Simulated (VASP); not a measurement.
Here is a VASP 6.6.1 calculation.

The input POSCAR:

```
Li2Se
1.0
    0.0000000000      3.0024997683      3.0024997683
    3.0024997683      0.0000000000      3.0024997683
    3.0024997683      3.0024997683      0.0000000000
Li Se
2 1
Direct
    0.2500000000      0.2500000000      0.2500000000
    0.7500000000      0.7500000000      0.7500000000
    0.0000000000      0.0000000000      0.0000000000
```

INCAR.step1

```
SYSTEM = Li2Se
PREC     = Accurate       ! precision mode
ENCUT    = 650            ! plane-wave cutoff, eV
EDIFF    = 1E-5           ! SCF threshold, eV
ISMEAR   = 0              ! smearing method
SIGMA    = 0.05           ! smearing width, eV
LREAL    = .FALSE.        ! projectors in reciprocal space
LASPH    = .TRUE.         ! aspherical terms in the spheres
NELM     = 120            ! most SCF steps
ALGO     = Normal         ! electronic algorithm
ISIF     = 2              ! what is computed and relaxed
LWAVE    = .TRUE.         ! write WAVECAR
GGA      = PE             ! functional
NBANDS   = 13             ! bands
GGA_COMPAT= .FALSE.
```

Contents of INCAR.step2:

```
SYSTEM = Li2Se
PREC     = Accurate       ! precision mode
ENCUT    = 650            ! plane-wave cutoff, eV
EDIFF    = 1E-6           ! SCF threshold, eV
ISMEAR   = 0              ! smearing method
SIGMA    = 0.05           ! smearing width, eV
LREAL    = .FALSE.        ! projectors in reciprocal space
LASPH    = .TRUE.         ! aspherical terms in the spheres
NELM     = 120            ! most SCF steps
ALGO     = Normal         ! electronic algorithm
ISIF     = 2              ! what is computed and relaxed
LWAVE    = .FALSE.        ! write WAVECAR
LCHARG   = .TRUE.         ! write CHGCAR
GGA      = PE             ! functional
LHFCALC  = .TRUE.         ! exact exchange
HFSCREEN = 0.2079         ! screening, 1/A
PRECFOCK = Normal       
IVDW     = 12             ! dispersion correction
VDW_S6   = 1.0          
VDW_S8   = 2.31         
VDW_A1   = 0.383        
VDW_A2   = 5.685        
LELF     = .TRUE.         ! ELF
LVHAR    = .TRUE.       
ISTART   = 1            
NBANDS   = 13             ! bands
GGA_COMPAT= .FALSE.
```

KPOINTS

```
Automatic mesh
0
G
  4 4 4
  0 0 0
```

Potentials or basis: VASP PAW PBE potentials, release 64 (Li_sv, Se).

Run with:

```bash
$ cat potpaw_PBE.64/Li_sv/POTCAR potpaw_PBE.64/Se/POTCAR > POTCAR
$ cp INCAR.step1 INCAR
$ mpirun -np 1 vasp_std > vasp.out
$ cp INCAR.step2 INCAR
$ mpirun -np 1 vasp_std > vasp.out
```

Question: Estimate the band gap on the k mesh.

Answer: 3.83 eV (least direct gap 4.35 eV).

Question: Predict the dispersion energy per atom.

Answer: -0.314 eV.

Question: Predict the pressure.

Answer: -3.7 GPa.

Caveat: the k points lie up to 0.45 Å⁻¹ apart; the PAW data sets were made with another functional, which shifts forces and pressure a little. A k mesh can miss the band edges.
